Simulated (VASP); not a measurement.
# H12CO5 in VASP: a series of runs

The runs below take H12CO5 through single point, molecular dynamics, with PBE+D3(BJ).

Program: VASP 6.6.1. These are calculated values, not measurements. Logs are shortened: lines on timing, memory, paths and dates and some standing lists are left out, and cuts for length are marked.

## Step 1: The cell of the first run

The cell holds an amorphous packing of atoms, 18 atoms: a = 5.521 Å, b = 5.521 Å, c = 5.521 Å, α = 90.00°, β = 90.00°, γ = 90.00°.

## Step 2: Single point, PBE+D3(BJ)

INCAR reads:

```
SYSTEM = H12CO5
PREC = Accurate ; ENCUT = 520
EDIFF = 1E-6 ; ISMEAR = -1
SIGMA = 0.02 ; LREAL = Auto
LASPH = .TRUE. ; NELM = 80
ALGO = Normal ; ISIF = 2
LWAVE = .FALSE. ; LCHARG = .FALSE.
GGA = PE ; IVDW = 12
NBANDS = 38
```

KPOINTS reads:

```
regular mesh
0
G
  1 1 1
  0 0 0
```

POSCAR reads:

```
H12CO5
1.0
    5.5211310000      0.0000000000      0.0000000000
    0.0000000000      5.5211310000      0.0000000000
    0.0000000000      0.0000000000      5.5211310000
O H C
5 12 1
Direct
    0.3981792861      0.0393397657      0.6864535545
    0.5807867989      0.2383388476      1.2218873271
    0.1930039334      0.5655363004      0.3985596429
    0.9924053604      0.1269486270      0.3715905310
    0.0706739253     -0.1959743393      0.9667403291
    0.3216732224      0.0181484555      0.5237876080
    0.4968728328      0.1824626150      0.6393617540
    0.5212881201      0.1056667556      1.1006259406
    0.7358637207      0.1697840533      1.3015268067
    0.0993818114      0.6391625194      0.2518505719
    0.3450561126      0.5831776134      0.3233033232
    1.0978547692      0.2949939061      0.3887609260
    1.0794346303      0.0481604222      0.2318365567
   -0.3022569108     -0.2405123153      0.9194855185
    0.2256059492     -0.2252074801      0.8865212581
   -0.1838934812     -0.0471280250      0.7049280301
   -0.1540626368     -0.3165293488      0.6741553497
   -0.1373088231     -0.1939457694      0.8273123749
```

Potentials or basis: VASP PAW PBE potentials, release 64 (O, H, C).

On the command line:

```bash
$ cat potpaw_PBE.64/O/POTCAR potpaw_PBE.64/H/POTCAR potpaw_PBE.64/C/POTCAR > POTCAR
$ mpirun -np 1 vasp_gam > vasp.out
```

OUTCAR:

```text
SYSTEM = H12CO5
   PREC = Accurate
   ENCUT = 520
   EDIFF = 1E-6
   ISMEAR = -1
   LREAL = Auto
   LASPH = .TRUE.
   NELM = 80
   ISIF = 2
   GGA = PE
   IVDW = 12
 IVDW          = 12

 ion  position               nearest neighbor table
   1  0.398  0.039  0.686-   7 0.99   6 1.00
   2  0.581  0.238  0.222-   9 1.03   8 1.05
   3  0.193  0.566  0.399-  11 0.94  10 1.04
   4  0.992  0.127  0.372-  13 1.01  12 1.10
   5  0.071  0.804  0.967-  15 0.98  18 1.38
   6  0.322  0.018  0.524-   1 1.00
   7  0.497  0.182  0.639-   1 0.99
   8  0.521  0.106  0.101-   2 1.05
   9  0.736  0.170  0.302-   2 1.03
  10  0.099  0.639  0.252-   3 1.04
  11  0.345  0.583  0.323-   3 0.94
  12  0.098  0.295  0.389-   4 1.10
  13  0.079  0.048  0.232-   4 1.01
  14  0.698  0.759  0.919-  18 1.07
  15  0.226  0.775  0.887-   5 0.98
  16  0.816  0.953  0.705-  18 1.09
  17  0.846  0.683  0.674-  18 1.09
  18  0.863  0.806  0.827-  14 1.07  16 1.09  17 1.09   5 1.38

  LATTYP: Found a simple cubic cell.
 ALAT       =     5.5211310000

  Lattice vectors:

 A1 = (   5.5211310000,   0.0000000000,   0.0000000000)
 A2 = (   0.0000000000,   5.5211310000,   0.0000000000)
 A3 = (   0.0000000000,   0.0000000000,   5.5211310000)

Analysis of symmetry for initial positions (statically):
=====================================================================
 Subroutine PRICEL returns:
 Original cell was already a primitive cell.

 Routine SETGRP: Setting up the symmetry group for a
 simple cubic supercell.

 Subroutine GETGRP returns: Found  1 space group operations
 (whereof  1 operations were pure point group operations)
 out of a pool of 48 trial point group operations.

The static configuration has the point symmetry C_1 .

Analysis of symmetry for dynamics (positions and initial velocities):
=====================================================================
 Subroutine PRICEL returns:
 Original cell was already a primitive cell.

 Routine SETGRP: Setting up the symmetry group for a
 simple cubic supercell.

 Subroutine GETGRP returns: Found  1 space group operations
 (whereof  1 operations were pure point group operations)
 out of a pool of 48 trial point group operations.

The dynamic configuration has the point symmetry C_1 .

 Subroutine INISYM returns: Found  1 space group operations
 (whereof  1 operations are pure point group operations),
 and found     1 'primitive' translations

----------------------------------------------------------------------------------------

                                     Primitive cell

  volume of cell :     168.3000

  direct lattice vectors                    reciprocal lattice vectors
     5.521131000  0.000000000  0.000000000     0.181122310  0.000000000  0.000000000
     0.000000000  5.521131000  0.000000000     0.000000000  0.181122310  0.000000000
     0.000000000  0.000000000  5.521131000     0.000000000  0.000000000  0.181122310

  length of vectors
     5.521131000  5.521131000  5.521131000     0.181122310  0.181122310  0.181122310

  position of ions in fractional coordinates (direct lattice)
     0.398179286  0.039339766  0.686453554
     0.580786799  0.238338848  0.221887327
     0.193003933  0.565536300  0.398559643
     0.992405360  0.126948627  0.371590531
     0.070673925  0.804025661  0.966740329
     0.321673222  0.018148455  0.523787608
[... 10 lines left out ...]
     0.845937363  0.683470651  0.674155350
     0.862691177  0.806054231  0.827312375

  ion indices of the primitive-cell ions
   primitive index   ion index
                 1           1
                 2           2
                 3           3
                 4           4
                 5           5
                 6           6
[... 10 lines left out ...]
                17          17
                18          18

----------------------------------------------------------------------------------------

 KPOINTS: regular mesh

Automatic generation of k-mesh.
 Grid dimensions read from file:
 generate k-points for:    1    1    1

 Generating k-lattice:

  Cartesian coordinates                     Fractional coordinates (reciprocal lattice)
     0.181122310  0.000000000  0.000000000     1.000000000  0.000000000  0.000000000
     0.000000000  0.181122310  0.000000000     0.000000000  1.000000000  0.000000000
     0.000000000  0.000000000  0.181122310     0.000000000  0.000000000  1.000000000

  Length of vectors
     0.181122310  0.181122310  0.181122310

  Shift w.r.t. Gamma in fractional coordinates (k-lattice)
     0.000000000  0.000000000  0.000000000

 Subroutine IBZKPT returns following result:
 ===========================================

 Found      1 irreducible k-points:

 Following reciprocal coordinates:
            Coordinates               Weight
  0.000000  0.000000  0.000000      1.000000
   k-points           NKPTS =      1   k-points in BZ     NKDIM =      1   number of bands    NBANDS=     38
   number of dos      NEDOS =    301   number of ions     NIONS =     18
   total plane-waves  NPLWV =  74088
   dimension x,y,z NGX =    42 NGY =   42 NGZ =   42
   dimension x,y,z NGXF=    84 NGYF=   84 NGZF=   84
   ions per type =               5  12   1
   NGX,Y,Z   is equivalent  to a cutoff of  12.65, 12.65, 12.65 a.u.
   NGXF,Y,Z  is equivalent  to a cutoff of  25.29, 25.29, 25.29 a.u.
 SYSTEM =  H12CO5
   PREC   = accura    normal or accurate (medium, high low for compatibility)
   ISTART =      0    job   : 0-new  1-cont  2-samecut
   ICHARG =      2    charge: 1-file 2-atom 10-const
   ISPIN  =      1    spin polarized calculation?
   LNONCOLLINEAR =      F non collinear calculations
   LSORBIT =      F    spin-orbit coupling
   LASPH  =      T    aspherical Exc in radial PAW
   ENCUT  =  520.0 eV  38.22 Ry    6.18 a.u.  10.27 10.27 10.27*2*pi/ulx,y,z
   NELM   =     80;   NELMIN=  2; NELMDL= -5     # of ELM steps
   EDIFF  = 0.1E-05   stopping-criterion for ELM
   LREAL  =      T    real-space projection
   EDIFFG = 0.1E-04   stopping-criterion for IOM
   NSW    =      0    number of steps for IOM
   IBRION =     -1    ionic relax: 0-MD 1-quasi-New 2-CG
   NFREE  =      0    steps in history (QN), initial steepest desc. (CG)
   ISIF   =      2    stress and relaxation
   ISYM   =      2    0-nonsym 1-usesym 2-fastsym
   POTIM  = 0.5000    time-step for ionic-motion
   TEBEG  =    0.0;   TEEND  =   0.0 temperature during run
   PSTRESS=    0.0 pullay stress
   NELECT =      46.0000    total number of electrons
   NUPDOWN=      -1.0000    fix difference up-down
   EMIN   =  10.00;   EMAX   =-10.00  energy-range for DOS
   EFERMI =   0.00;   METHOD = LEGACY
   ISMEAR =    -1;   SIGMA  =   0.02  broadening in eV -4-tet -1-fermi 0-gaus
   EFERMI_NEDOS =   21; number of points for ismear=-14 and -15
   IALGO  =     38    algorithm
   IMIX   =      4    mixing-type and parameters
     AMIX     =   0.40;   BMIX     =  1.00
     AMIX_MAG =   1.60;   BMIX_MAG =  1.00
  volume/ion in A,a.u.               =       9.35        63.10
  Fermi-wavevector in a.u.,A,eV,Ry     =   1.062428  2.007697 15.357612  1.128753
  Thomas-Fermi vector in A             =   2.197878
   LORBIT       =      0    0 simple, 1 ext, 2 COOP (PROOUT), +10 PAW based schemes
   GGA     = PE    functional components
   LHFCALC =     F    Hartree Fock is set to
   AEXX    =    0.0000 exact exchange contribution
   IVDW    =    12    specifies the selected vdW correction
   LEPSILON=     F    determine dielectric tensor
   LRPA    =     F    only Hartree local field effects (RPA)
 non-spin polarized calculation
  energy-cutoff  :      520.00
  volume of cell :      168.30
 maximum number of plane-waves:      2277
 NGX is ok and might be reduce to    42
   NGX = 21   NGY = 21   NGZ = 21

 number of electron      46.0000002 magnetization

 Free energy of the ion-electron system (eV)
  ---------------------------------------------------
  ext. energy  EPLUGINS =         0.00000000
  ---------------------------------------------------
  free energy    TOTEN  =       -86.97209036 eV

  energy without entropy =      -86.97209036  energy(sigma->0) =      -86.97209036

 E-fermi :  -1.9988     XC(G=0):  -7.0688

 val. band max:       -2.5320497842   @ k =   0.0000   0.0000   0.0000
 cond. band min:       1.3981239968   @ k =   0.0000   0.0000   0.0000
 fundamental gap:      3.9301737810
 Fermi energy:        -1.9988243478

 k-point     1 :       0.0000    0.0000    0.0000
  band No.  band energies     occupation
      1     -22.9174      2.00000
      2     -22.3004      2.00000
      3     -21.5316      2.00000
      4     -21.0665      2.00000
      5     -20.1293      2.00000
      6     -13.8699      2.00000
[... 27 lines left out ...]
     34       8.1772      0.00000
     35       8.4954      0.00000
 [bands above 35 left out]

------------------------ aborting loop because EDIFF is reached ----------------------------------------

 Edisp (eV)   -0.68116

 E8    (eV) :    -0.1428

  FORCE on cell =-STRESS in cart. coord.  units (eV):
  Direction    XX          YY          ZZ          XY          YZ          ZX
  --------------------------------------------------------------------------------------
  -------------------------------------------------------------------------------------
  Total       1.89640    -0.51090    -2.10869    -2.36179    -1.33815    -2.42783
  in kB      18.05326    -4.86364   -20.07428   -22.48367   -12.73888   -23.11239
  external pressure =       -2.29 kB  Pullay stress =        0.00 kB

 VOLUME and BASIS-vectors are now :
 -----------------------------------------------------------------------------
  energy-cutoff  :      520.00
  volume of cell :      168.30
      direct lattice vectors                 reciprocal lattice vectors
     5.521131000  0.000000000  0.000000000     0.181122310  0.000000000  0.000000000
     0.000000000  5.521131000  0.000000000     0.000000000  0.181122310  0.000000000
     0.000000000  0.000000000  5.521131000     0.000000000  0.000000000  0.181122310

 POSITION                                       TOTAL-FORCE (eV/Angst)
 -----------------------------------------------------------------------------------
      2.19840      0.21720      3.79000         0.313771      0.787763     -1.481905
      3.20660      1.31590      1.22507        -1.000656     -1.835549     -1.597683
      1.06560      3.12240      2.20050        -2.213317      0.809774     -1.250601
      5.47920      0.70090      2.05160         2.698101      1.253778     -0.447609
      0.39020      4.43913      5.33750         0.464792     -0.340679      1.865444
      1.77600      0.10020      2.89190        -0.109015     -0.201783      1.128444
[... 10 lines left out ...]
      4.67053      3.77353      3.72210         1.014423     -1.505751      0.051586
      4.76303      4.45033      4.56770        -1.471775     -0.327308     -2.698926
 -----------------------------------------------------------------------------------
    total drift:                                0.001111     -0.008861      0.009115

  FREE ENERGIE OF THE ION-ELECTRON SYSTEM (eV)
  ---------------------------------------------------
  free  energy   TOTEN  =       -87.6532553585 eV

  energy  without entropy=      -87.6532553585  energy(sigma->0) =      -87.65325536
```

It took 22 s on 1 thread of AMD EPYC 7R13 (Zen 3), shared host; peak memory 0.2 GiB.

Results:

```yaml
Free_energy: -87.6533 eV
Pressure: -0.2 GPa
Largest_force: 3.092 eV/Å
Band_gap_on_the_k_mesh: 3.93 eV
Dispersion_energy_per_atom: -0.038 eV
```

Forces in eV/Å, atoms in the order of the input:
```
O    0.314  0.788 -1.482
O   -1.001 -1.836 -1.598
O   -2.213  0.810 -1.251
O    2.698  1.254 -0.448
O    0.465 -0.341  1.865
H   -0.109 -0.202  1.128
H   -0.223 -0.569  0.555
H    1.000  2.097  1.642
H   -0.473  0.465 -0.878
H    0.267 -0.613  1.361
H    2.251 -0.571 -0.259
H   -1.514 -1.595 -0.063
H   -1.078  0.291  0.552
H   -0.360 -0.008  1.382
H   -0.308  0.291 -0.798
H    0.742  1.571  0.938
H    1.014 -1.506  0.052
C   -1.472 -0.327 -2.699
```

Levels at points of the mesh, in eV from the valence-band top:
```csv
k point,band 21,band 22,band 23,band 24,band 25,band 26
"(0.00, 0.00, 0.00)",-0.95,-0.50,0.00,3.93,7.11,7.40
```

Caveat: the k points lie up to 1.14 Å⁻¹ apart.

## Step 3: Single point, PBE+D3(BJ)

INCAR reads:

```
ALGO = Normal ; EDIFF = 1E-6
ENCUT = 520 ; GGA = PE
ISIF = 2 ; ISMEAR = -1
IVDW = 12 ; LASPH = T
LCHARG = F ; LREAL = Auto
LWAVE = F ; NBANDS = 38
NELM = 80 ; PREC = Accurate
SIGMA = 0.02
```

KPOINTS reads:

```
k-points
0
Gamma
  1 1 1
```

POSCAR reads:

```
H12CO5
1.0
    5.5211310000      0.0000000000      0.0000000000
    0.0000000000      5.5211310000      0.0000000000
    0.0000000000      0.0000000000      5.5211310000
O H C
5 12 1
Direct
    0.3681492071      0.1482304984      0.7414604001
    0.5554840122      0.2655796430      1.1819136333
    0.2848148323      0.6244916123      0.3533152899
    0.9972594383      0.0841856496      0.3821499617
    0.0336525252     -0.1906312312      0.9271651044
    0.4002621927     -0.0086395342      0.6651716831
    0.1974233178      0.1612350803      0.7503897299
    0.5689595121      0.2550745490      1.3666402771
    0.7235292914      0.2381939498      1.1353470874
    0.1610901824      0.5242041893      0.2671191826
    0.3914596484      0.6893333993      0.2341911467
    1.1219621487     -0.0210645246      0.2957908443
    1.0881466134      0.1745837945      0.5049508878
   -0.2922951837     -0.3722425713      0.9653819118
   -0.0494826151     -0.1719756333      1.0894144696
   -0.1720661944     -0.2734765757      0.6629257665
   -0.0449183329     -0.5309962759      0.7681578285
   -0.1272384227     -0.3579520211      0.8424904245
```

Potentials or basis: VASP PAW PBE potentials, release 64 (O, H, C).

On the command line:

```bash
$ cat potpaw_PBE.64/O/POTCAR potpaw_PBE.64/H/POTCAR potpaw_PBE.64/C/POTCAR > POTCAR
$ mpirun -np 1 vasp_gam > vasp.out
```

OUTCAR:

```text
EDIFF = 1E-6
   ENCUT = 520
   GGA = PE
   ISIF = 2
   ISMEAR = -1
   IVDW = 12
   LASPH = T
   LREAL = Auto
   NELM = 80
   PREC = Accurate
 IVDW          = 12

 ion  position               nearest neighbor table
   1  0.368  0.148  0.741-   7 0.95   6 0.98
   2  0.555  0.266  0.182-   9 0.97   8 1.02
   3  0.285  0.624  0.353-  11 0.95  10 1.00
   4  0.997  0.084  0.382-  13 0.98  12 1.02
   5  0.034  0.809  0.927-  15 1.01  18 1.36
   6  0.400  0.991  0.665-   1 0.98
   7  0.197  0.161  0.750-   1 0.95
   8  0.569  0.255  0.367-   2 1.02
   9  0.724  0.238  0.135-   2 0.97
  10  0.161  0.524  0.267-   3 1.00
  11  0.391  0.689  0.234-   3 0.95
  12  0.122  0.979  0.296-   4 1.02
  13  0.088  0.175  0.505-   4 0.98
  14  0.708  0.628  0.965-  18 1.14
  15  0.951  0.828  0.089-   5 1.01
  16  0.828  0.727  0.663-  18 1.12
  17  0.955  0.469  0.768-  18 1.13
  18  0.873  0.642  0.842-  16 1.12  17 1.13  14 1.14   5 1.36

  LATTYP: Found a simple cubic cell.
 ALAT       =     5.5211310000

  Lattice vectors:
[... 191 lines left out ...]
 fundamental gap:      3.9706148541
 Fermi energy:        -2.2433997393

 k-point     1 :       0.0000    0.0000    0.0000
  band No.  band energies     occupation
      1     -23.2439      2.00000
      2     -22.0791      2.00000
      3     -21.7420      2.00000
      4     -21.5184      2.00000
      5     -20.8488      2.00000
      6     -13.2149      2.00000
[... 27 lines left out ...]
     34       8.0908      0.00000
     35       8.3719      0.00000
 [bands above 35 left out]

------------------------ aborting loop because EDIFF is reached ----------------------------------------

 Edisp (eV)   -0.67279

 E8    (eV) :    -0.1397

  FORCE on cell =-STRESS in cart. coord.  units (eV):
  Direction    XX          YY          ZZ          XY          YZ          ZX
  --------------------------------------------------------------------------------------
  -------------------------------------------------------------------------------------
  Total       2.23934     0.15551    -0.71901     1.74876     1.06169     4.92587
  in kB      21.31796     1.48042    -6.84481    16.64778    10.10700    46.89313
  external pressure =        5.32 kB  Pullay stress =        0.00 kB

 VOLUME and BASIS-vectors are now :
 -----------------------------------------------------------------------------
  energy-cutoff  :      520.00
  volume of cell :      168.30
      direct lattice vectors                 reciprocal lattice vectors
     5.521131000  0.000000000  0.000000000     0.181122310  0.000000000  0.000000000
     0.000000000  5.521131000  0.000000000     0.000000000  0.181122310  0.000000000
     0.000000000  0.000000000  5.521131000     0.000000000  0.000000000  0.181122310

 POSITION                                       TOTAL-FORCE (eV/Angst)
 -----------------------------------------------------------------------------------
      2.03260      0.81840      4.09370         1.929851     -0.091916     -0.910145
      3.06690      1.46630      1.00437         0.495588     -0.172003      2.148477
      1.57250      3.44790      1.95070        -1.747102     -0.254731      0.897112
      5.50600      0.46480      2.10990         0.529425     -0.554639     -1.046718
      0.18580      4.46863      5.11900         0.449940      1.131969      3.631920
      2.20990      5.47343      3.67250        -0.342323      0.137108      0.322685
[... 10 lines left out ...]
      5.27313      2.58943      4.24110        -0.231743      0.146385      1.343735
      4.81863      3.54483      4.65150        -2.246610     -0.904514     -3.674274
 -----------------------------------------------------------------------------------
    total drift:                               -0.010896     -0.003974     -0.004031

  FREE ENERGIE OF THE ION-ELECTRON SYSTEM (eV)
  ---------------------------------------------------
  free  energy   TOTEN  =       -86.9943924653 eV

  energy  without entropy=      -86.9943924653  energy(sigma->0) =      -86.99439247
```

Run time: 30 s. Hardware: 1 thread of AMD EPYC 7R13 (Zen 3), shared host; peak memory 0.2 GiB.

What came out:

| Property | Result |
| --- | --- |
| Free energy | -86.9944 eV |
| Pressure | 0.5 GPa |
| Largest force | 4.401 eV/Å |
| Band gap on the k mesh | 3.97 eV |
| Dispersion energy per atom | -0.037 eV |

Forces on the atoms (eV/Å):
```
O    1.930 -0.092 -0.910
O    0.496 -0.172  2.148
O   -1.747 -0.255  0.897
O    0.529 -0.555 -1.047
O    0.450  1.132  3.632
H   -0.342  0.137  0.323
H   -1.147 -0.328  0.907
H   -0.275  0.287 -1.864
H   -0.086 -0.208 -0.025
H    1.290  0.611  0.329
H    0.439 -0.082 -0.968
H   -0.669  1.058  1.320
H    0.115 -0.259 -0.708
H    0.849 -0.587 -1.050
H    1.595  0.688 -0.945
H   -0.949 -0.619  0.291
H   -0.232  0.146  1.344
C   -2.247 -0.905 -3.674
```

Levels at points of the mesh, in eV from the valence-band top:
```tsv
k point	band 21	band 22	band 23	band 24	band 25	band 26
(0.00, 0.00, 0.00)	-0.46	-0.21	0.00	3.97	6.75	7.48
```

Caveat: the k points lie up to 1.14 Å⁻¹ apart.

(Part 1 of 2 ends here.)
